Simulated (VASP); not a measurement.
# PbS (Imm2) in VASP: a series of runs, part 2 of 2

VASP 6.6.1. The steps go on from the part before.

### Step 3. Single point, PBE (all Pb atoms moved +0.062 Å, as atom 1 along Cartesian [1 1 0])

Input file INCAR:

```
SYSTEM = PbS
ALGO = Normal
EDIFF = 1E-6
ENCUT = 520
GGA = PE
ISIF = 2
ISMEAR = 0
LASPH = .TRUE.
LCHARG = .TRUE.
LELF = .TRUE.
LREAL = .FALSE.
LVHAR = .TRUE.
LWAVE = .FALSE.
NBANDS = 17
NELM = 80
PREC = Accurate
SIGMA = 0.03
```

Input file KPOINTS:

```
k-points
0
G
  10 10 10
  0 0 0
```

Input file POSCAR:

```
PbS
1.0
    0.0000000000      2.9650000000      2.9650000000
    2.9650000000      0.0000000000      2.9650000000
    2.9650000000      2.9650000000      0.0000000000
Pb S
1 1
Direct
    0.0000000000      0.0000000000      0.0149052863
    0.5000000000      0.5000000000      0.5000000000
```

Potentials or basis: VASP PAW PBE potentials, release 64 (Pb_d, S).

Run with:

```sh
cat potpaw_PBE.64/Pb_d/POTCAR potpaw_PBE.64/S/POTCAR > POTCAR
mpirun -np 1 vasp_std > vasp.out
```

OUTCAR:

```text
SYSTEM = PbS
   EDIFF = 1E-6
   ENCUT = 520
   GGA = PE
   ISIF = 2
   ISMEAR = 0
   LASPH = .TRUE.
   LREAL = .FALSE.
   NELM = 80
   PREC = Accurate

 ion  position               nearest neighbor table
   1  0.000  0.000  0.015-   2 2.92   2 2.92   2 2.97   2 2.97   2 3.01   2 3.01
   2  0.500  0.500  0.500-   1 2.92   1 2.92   1 2.97   1 2.97   1 3.01   1 3.01

  LATTYP: Found a face centered cubic cell.
 ALAT       =     5.9300000000

  Lattice vectors:

 A1 = (   0.0000000000,   2.9650000000,   2.9650000000)
 A2 = (   2.9650000000,   0.0000000000,   2.9650000000)
 A3 = (   2.9650000000,   2.9650000000,   0.0000000000)

Analysis of symmetry for initial positions (statically):
=====================================================================
 Subroutine PRICEL returns:
 Original cell was already a primitive cell.

 Routine SETGRP: Setting up the symmetry group for a
 face centered cubic supercell.

 Subroutine GETGRP returns: Found  4 space group operations
 (whereof  4 operations were pure point group operations)
 out of a pool of 48 trial point group operations.

The static configuration has the point symmetry C_2v.

Analysis of symmetry for dynamics (positions and initial velocities):
=====================================================================
 Subroutine PRICEL returns:
 Original cell was already a primitive cell.

 Routine SETGRP: Setting up the symmetry group for a
 face centered cubic supercell.

 Subroutine GETGRP returns: Found  4 space group operations
 (whereof  4 operations were pure point group operations)
 out of a pool of 48 trial point group operations.

The dynamic configuration has the point symmetry C_2v.

 Subroutine INISYM returns: Found  4 space group operations
 (whereof  4 operations are pure point group operations),
 and found     1 'primitive' translations

----------------------------------------------------------------------------------------
[... 110 lines left out ...]
   IALGO  =     38    algorithm
   IMIX   =      4    mixing-type and parameters
     AMIX     =   0.40;   BMIX     =  1.00
     AMIX_MAG =   1.60;   BMIX_MAG =  1.00
  volume/ion in A,a.u.               =      26.07       175.90
  Fermi-wavevector in a.u.,A,eV,Ry     =   1.189552  2.247928 19.252709  1.415034
  Thomas-Fermi vector in A             =   2.325657
   LORBIT       =      0    0 simple, 1 ext, 2 COOP (PROOUT), +10 PAW based schemes
   GGA     = PE    functional components
   LHFCALC =     F    Hartree Fock is set to
   AEXX    =    0.0000 exact exchange contribution
   IVDW    =     0    specifies the selected vdW correction
   LEPSILON=     F    determine dielectric tensor
   LRPA    =     F    only Hartree local field effects (RPA)
 non-spin polarized calculation
 Gauss-broadening in eV      SIGMA  =   0.03
  energy-cutoff  :      520.00
  volume of cell :       52.13
 maximum number of plane-waves:      1422
   NGX = 15   NGY = 15   NGZ = 15

 number of electron      19.9999998 magnetization

 Free energy of the ion-electron system (eV)
  ---------------------------------------------------
  ext. energy  EPLUGINS =         0.00000000
  ---------------------------------------------------
  free energy    TOTEN  =        -8.75386242 eV

  energy without entropy =       -8.75386242  energy(sigma->0) =       -8.75386242

 E-fermi :   6.0558     XC(G=0):  -9.6849

 val. band max:        5.8334482496   @ k =   0.5000   0.0000   0.0000
 cond. band min:       6.2025163602   @ k =   0.5000   0.0000   0.0000
 fundamental gap:      0.3690681107
 Fermi energy:         6.0558188717

 k-point     1 :       0.0000    0.0000    0.0000
  band No.  band energies     occupation
      1     -10.9914      2.00000
      2     -10.9908      2.00000
      3     -10.9906      2.00000
      4     -10.9750      2.00000
      5     -10.9749      2.00000
      6      -7.7763      2.00000
[... 457 lines left out ...]
      4     -10.9569      2.00000
      5     -10.9444      2.00000
      6      -6.7580      2.00000
[... 9 lines left out ...]
     16      15.6700      0.00000
     17      17.3922      0.00000

 [... further k-points ...]

------------------------ aborting loop because EDIFF is reached ----------------------------------------

  FORCE on cell =-STRESS in cart. coord.  units (eV):
  Direction    XX          YY          ZZ          XY          YZ          ZX
  --------------------------------------------------------------------------------------
  -------------------------------------------------------------------------------------
  Total        0.7439061      0.7439061      0.7173809      0.0064467      0.0000000      0.0000000
  in kB       22.8625474     22.8625474     22.0473465      0.1981284      0.0000000      0.0000000
  external PRESSURE =      22.5908138 kB  Pullay stress =       0.0000000 kB

 VOLUME and BASIS-vectors are now :
 -----------------------------------------------------------------------------
  energy-cutoff  :      520.00
  volume of cell :       52.13
      direct lattice vectors                 reciprocal lattice vectors
     0.000000000  2.965000000  2.965000000    -0.168634064  0.168634064  0.168634064
     2.965000000  0.000000000  2.965000000     0.168634064 -0.168634064  0.168634064
     2.965000000  2.965000000  0.000000000     0.168634064  0.168634064 -0.168634064

 POSITION                                       TOTAL-FORCE (eV/Angst)
 -----------------------------------------------------------------------------------
      0.04419      0.04419      0.00000        -0.027062     -0.027062      0.000000
      2.96500      2.96500      2.96500         0.027062      0.027062     -0.000000
 -----------------------------------------------------------------------------------
    total drift:                               -0.000080     -0.000080     -0.000000

  FREE ENERGIE OF THE ION-ELECTRON SYSTEM (eV)
  ---------------------------------------------------
  free  energy   TOTEN  =        -8.7538624151 eV

  energy  without entropy=       -8.7538624151  energy(sigma->0) =       -8.75386242
```

stdout:

```text
POSCAR found type information on POSCAR PbS
 POSCAR found :  2 types and       2 ions
 scaLAPACK will be used
 LDA part: xc-table for (Slater+PW92), standard interpolation
 POSCAR, INCAR and KPOINTS ok, starting setup
 FFT: planning ... GRIDC
 FFT: planning ... GRID_SOFT
 FFT: planning ... GRID
 WAVECAR not read
 entering main loop
```

It took 2.4 min on 1 thread of Intel Xeon 8259CL, shared host; peak memory 0.28 GiB.

Results:

| Quantity | Value |
| --- | --- |
| Free energy | -8.7539 eV |
| Pressure | 2.3 GPa |
| Largest force | 0.038 eV/Å |
| Band gap on the k mesh | 0.37 eV |

Forces in eV/Å, atoms in the order of the input:
```
Pb  -0.027 -0.027  0.000
S    0.027  0.027  0.000
```

Caveat: the cell differs from its parent crystal (all Pb atoms moved +0.062 Å, as atom 1 along Cartesian [1 1 0]); spin-orbit coupling is left out, which moves the levels of the heavy elements. A k mesh can miss the band edges.

### Step 4. Single point, PBE

Input file INCAR:

```
PREC = Accurate
ENCUT = 520
EDIFF = 1E-6
ISMEAR = 0
SIGMA = 0.03
LREAL = F
LASPH = T
NELM = 60
ALGO = Normal
ISIF = 2
LWAVE = F
LCHARG = F
GGA = PE
NBANDS = 17
```

Input file KPOINTS:

```
regular mesh
0
Gamma
  10 10 10
```

Edit POSCAR of step 3 so:

```diff
@@ -8,3 +8,3 @@
 Direct
-    0.0000000000      0.0000000000      0.0149052863
+    0.0000000000      0.0000000000      0.0089431718
     0.5000000000      0.5000000000      0.5000000000
```

Run with:

```sh
cat potpaw_PBE.64/Pb_d/POTCAR potpaw_PBE.64/S/POTCAR > POTCAR
mpirun -np 1 vasp_std > vasp.out
```

Wall time 1.8 min (1 thread of Intel Xeon 8259CL, shared host); peak memory 0.28 GiB.

Results (log left out):

| Property | Result |
| --- | --- |
| Free energy | -8.7546 eV |
| Pressure | 2.2 GPa |
| Largest force | 0.022 eV/Å |
| Band gap on the k mesh | 0.36 eV |

Forces on the atoms (eV/Å):
```
Pb  -0.015 -0.015  0.000
S    0.015  0.015  0.000
```

Levels at points of the mesh, in eV from the valence-band top:
| k point | band 8 | band 9 | band 10 | band 11 | band 12 | band 13 |
| --- | --- | --- | --- | --- | --- | --- |
| (0.00, 0.00, 0.00) | -2.18 | -2.18 | -2.18 | 5.20 | 5.20 | 5.21 |
| (0.50, 0.00, 0.00) | -1.79 | -1.79 | 0.00 | 0.36 | 1.96 | 1.97 |
| (0.00, 0.00, 0.50) | -1.79 | -1.79 | -0.02 | 0.38 | 1.96 | 1.96 |
| (0.50, 0.50, 0.00) | -5.21 | -3.45 | -3.44 | 3.84 | 5.58 | 5.69 |
| (0.00, 0.50, 0.50) | -5.20 | -3.45 | -3.45 | 3.85 | 5.58 | 5.69 |

Caveat: spin-orbit coupling is left out, which moves the levels of the heavy elements. A k mesh can miss the band edges.

### Step 5. Single point, PBE

Input file INCAR:

```
  PREC = Accurate
  ENCUT = 520
  EDIFF = 1E-6
  ISMEAR = 0
  SIGMA = 0.03
  LREAL = False
  LASPH = True
  NELM = 100
  ALGO = Normal
  ISIF = 2
  LWAVE = False
  LCHARG = True
  GGA = PE
  LELF = True
  LVHAR = True
  NBANDS = 17
```

Input file KPOINTS:

```
Automatic mesh
0
Gamma
  10 10 10
```

Edit POSCAR of step 4 so:

```diff
@@ -8,3 +8,3 @@
 Direct
-    0.0000000000      0.0000000000      0.0089431718
+    0.0000000000      0.0000000000      0.0029810573
     0.5000000000      0.5000000000      0.5000000000
```

Run with:

```sh
cat potpaw_PBE.64/Pb_d/POTCAR potpaw_PBE.64/S/POTCAR > POTCAR
mpirun -np 1 vasp_std > vasp.out
```

It took 2 min on 1 thread of Intel Xeon 8259CL, shared host; peak memory 0.28 GiB.

The run converged. Its results:

```
Free energy            : -8.7550 eV
Pressure               : 2.2 GPa
Largest force          : 0.007 eV/Å
Band gap on the k mesh : 0.36 eV
```

Forces in eV/Å, atoms in the order of the input:
```
Pb  -0.005 -0.005  0.000
S    0.005  0.005  0.000
```

Levels at points of the mesh, in eV from the valence-band top:
```tsv
k point	band 8	band 9	band 10	band 11	band 12	band 13
(0.00, 0.00, 0.00)	-2.18	-2.18	-2.18	5.21	5.21	5.21
(0.50, 0.00, 0.00)	-1.79	-1.79	0.00	0.36	1.96	1.96
(0.00, 0.00, 0.50)	-1.79	-1.79	0.00	0.36	1.96	1.96
(0.50, 0.50, 0.00)	-5.21	-3.45	-3.45	3.86	5.58	5.69
(0.00, 0.50, 0.50)	-5.21	-3.45	-3.45	3.86	5.58	5.69
```

Caveat: spin-orbit coupling is left out, which moves the levels of the heavy elements. A k mesh can miss the band edges.

### Step 6. Summary

| cell | gap on the mesh (eV) | pressure (GPa) | largest force (eV/Å) |
| --- | --- | --- | --- |
| as given, atomic positions A | 0.38 | 2.3 | 0.06 |
| as given, atomic positions B | 0.37 | 2.3 | 0.04 |
| as given, atomic positions C | 0.36 | 2.2 | 0.02 |
| as given, atomic positions D | 0.36 | 2.2 | 0.01 |

Alike in all rows: task single point; level PBE; potentials or basis VASP PAW PBE potentials, release 64 (Pb_d, S); no spin polarisation; k mesh 10 × 10 × 10; cutoff (eV) 520; smearing gaussian 0.03 eV.

Caveats: spin-orbit coupling is left out, which moves the levels of the heavy elements.

Total energies depend on the potentials used, so only differences within one code and one set of settings carry meaning.
